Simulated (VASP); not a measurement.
Set up this calculation in VASP 6.6.1, as the native input.

```yaml
Task: single point
Functional: PBE
Potentials_or_basis: VASP PAW PBE potentials, release 64 (Cd, Te)
Cutoff: 520 eV
k_mesh: 6 × 4 × 6
Occupations: fermi-dirac, width 0.02 eV
Spin: no spin polarisation
Dipole_correction: no
Further_INCAR_settings: ALGO = Normal; EDIFF = 1e-06; NBANDS = 26
```

The structure of CdTe (zincblende type) lies in POSCAR:

```
CdTe
1.0
   -3.3078829555      3.3078829555      0.0000000000
    0.0000000000      0.0000000000      6.6157659109
    3.3078829555      3.3078829555      0.0000000000
Cd Te
2 2
Direct
    0.0000000000      0.0000000000      0.0000000000
    0.5000000000      0.5000000000      0.5000000000
    0.0000000000      0.2500000000      0.5000000000
    0.5000000000      0.7500000000      0.0000000000
```

The input as run:

INCAR

```
ALGO     = Normal         # electronic algorithm
EDIFF    = 1E-6           # SCF threshold, eV
ENCUT    = 520            # plane-wave cutoff, eV
GGA      = PE             # functional
ISIF     = 2              # what is computed and relaxed
ISMEAR   = -1             # smearing method
LASPH    = True           # aspherical terms in the spheres
LCHARG   = False          # write CHGCAR
LREAL    = False          # projectors in reciprocal space
LWAVE    = False          # write WAVECAR
NBANDS   = 26             # bands
NELM     = 80             # most SCF steps
PREC     = Accurate       # precision mode
SIGMA    = 0.02           # smearing width, eV
```

KPOINTS

```
k-points
0
Gamma
  6 4 6
```

Potentials or basis: VASP PAW PBE potentials, release 64 (Cd, Te).

Command:

```sh
$ cat potpaw_PBE.64/Cd/POTCAR potpaw_PBE.64/Te/POTCAR > POTCAR
$ mpirun -np 1 vasp_std > vasp.out
```

Results of the run:

```json
{
  "Pressure": "0.1 GPa",
  "Band gap on the k mesh": "0.59 eV"
}
```

Caveat: spin-orbit coupling is left out, which moves the levels of the heavy elements.

Run time: 38 s on 1 thread of Intel(R) Xeon(R) 6975P-C (Granite Rapids) (shared host), peak memory 0.29 GiB.
